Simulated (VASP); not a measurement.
Input of a VASP 6.6.1 run:

Contents of INCAR:

```
PREC = Accurate
ENCUT = 520
EDIFF = 1E-6
ISMEAR = -1
SIGMA = 0.05
LREAL = False
LASPH = True
NELM = 80
ALGO = Normal
ISIF = 2
LWAVE = False
LCHARG = True
GGA = PE
LELF = True
LVHAR = True
NBANDS = 20
```

Contents of KPOINTS:

```
regular mesh
0
Gamma
  7 7 7
```

The input POSCAR:

```
Be4CuSi
1.0
    0.0000000000      2.9316513218      2.9316513218
    2.9316513218      0.0000000000      2.9316513218
    2.9316513218      2.9316513218      0.0000000000
Be Si Cu
4 1 1
Direct
    0.3749810000      0.3749810000      0.3749810000
    0.8750560000      0.3749810000      0.3749810000
    0.3749810000      0.3749810000      0.8750560000
    0.3749810000      0.8750560000      0.3749810000
    0.0000000000      0.0000000000      0.0000000000
    0.7500000000      0.7500000000      0.7500000000
```

Potentials or basis: VASP PAW PBE potentials, release 64 (Be, Si, Cu).

Run with:

```bash
$ cat potpaw_PBE.64/Be/POTCAR potpaw_PBE.64/Si/POTCAR potpaw_PBE.64/Cu/POTCAR > POTCAR
$ mpirun -np 1 vasp_std > vasp.out
```

(1) Predict the largest force.

(2) What does it give for the pressure?

## Answers

(1) 0.029 eV/Å.

(2) 18.1 GPa.
